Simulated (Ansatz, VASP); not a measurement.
MgO: VASP beside Ansatz

```
CELL_PARAMETERS angstrom
0.00000 2.07958 2.07958
2.07958 0.00000 2.07958
2.07958 2.07958 0.00000
ATOMIC_POSITIONS crystal
Mg 0.00000 0.00000 0.00000
O 0.50000 0.50000 0.50000
```

Alike in both runs: task single point; functional LDA; k mesh 10 × 10 × 10; occupations tetrahedron; no spin polarisation.

```csv
,VASP,Ansatz
version,VASP 6.6.1,Ansatz 0.2.0
potentials or method,"VASP PAW LDA potentials, release 64 (Mg, O), cutoff 600 eV","scalar-relativistic, plane waves, PAW"
valence electrons in the cell,8,16
```

Ansatz gave:

- gap on the k mesh at the Fermi level (eV): 5.03
- pressure (GPa): 0.0

Problem. Which values does VASP return?

Solution. gap on the k mesh at the Fermi level (eV): 5.04; pressure (GPa): -2.0.

LDA's correlation is that of Perdew and Zunger in VASP and of Perdew and Wang (1992) in Ansatz. VASP's potentials hold 8 valence electrons a cell and Ansatz's 16, so a difference there can come from the potentials and not from the codes. Ansatz's warnings: band table not solved further, tetrahedron derivatives may miss energy slope.
